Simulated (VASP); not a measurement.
A run of VASP 6.6.1 is set up as follows.

File INCAR:

```
PREC     = Accurate       # precision mode
ENCUT    = 500            # plane-wave cutoff, eV
EDIFF    = 1E-6           # SCF threshold, eV
ISMEAR   = -1             # smearing method
SIGMA    = 0.15           # smearing width, eV
LREAL    = False          # projectors in reciprocal space
LASPH    = True           # aspherical terms in the spheres
NELM     = 120            # most SCF steps
ALGO     = Normal         # electronic algorithm
ISIF     = 2              # what is computed and relaxed
LWAVE    = False          # write WAVECAR
LCHARG   = False          # write CHGCAR
GGA      = PE             # functional
NBANDS   = 14             # bands
GGA_COMPAT= False
```

Contents of KPOINTS:

```
Automatic mesh
0
Gamma
  8 8 8
```

The input POSCAR:

```
Bi
1.0
   -1.9478104601      1.9478104601      1.9478104601
    1.9478104601     -1.9478104601      1.9478104601
    1.9478104601      1.9478104601     -1.9478104601
Bi
1
Direct
    0.0000000000      0.0000000000      0.0000000000
```

Potentials or basis: VASP PAW PBE potentials, release 64 (Bi_d).

Command:

```bash
$ cat potpaw_PBE.64/Bi_d/POTCAR > POTCAR
$ mpirun -np 1 vasp_std > vasp.out
```

(1) Predict the pressure.

Answers

(1) 4.1 GPa.
